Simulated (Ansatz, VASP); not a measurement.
**RbBr: VASP beside Ansatz**

```
Rb Br
1.0
     3.92318    0.00000    0.00000
     0.00000    3.92318    0.00000
     0.00000    0.00000    4.23030
Rb Br
1 1
Direct
  0.00000 0.00000 0.00000
  0.50000 0.50000 0.50000
```

Change from the starting cell: epitaxial_xy strain -5.0%.

Alike in both runs: task single point; functional HSE06; k mesh 4 × 4 × 4; no spin polarisation.

|  | VASP | Ansatz |
| --- | --- | --- |
| version | VASP 6.6.1 | Ansatz 0.2.0 |
| potentials or method | VASP PAW PBE potentials, release 64 (Rb_sv, Br) | plane waves, PAW |
| plane-wave cutoff (eV) | 520 | 420 |
| occupations | gaussian, width 0.01 eV | fixed |
| valence electrons in the cell | 16 | 16 |

```csv
,VASP,Ansatz,Ansatz less VASP
gap on the k mesh at the Fermi level (eV),5.33,5.32,-0.001
pressure (GPa),2.0,2.0,-0.01
"traceless stress, the component that is largest in VASP (GPa)",-1.68,-1.68,-0.001
```

Ansatz's warnings: stress exchange threshold loose, stress scf threshold loose.
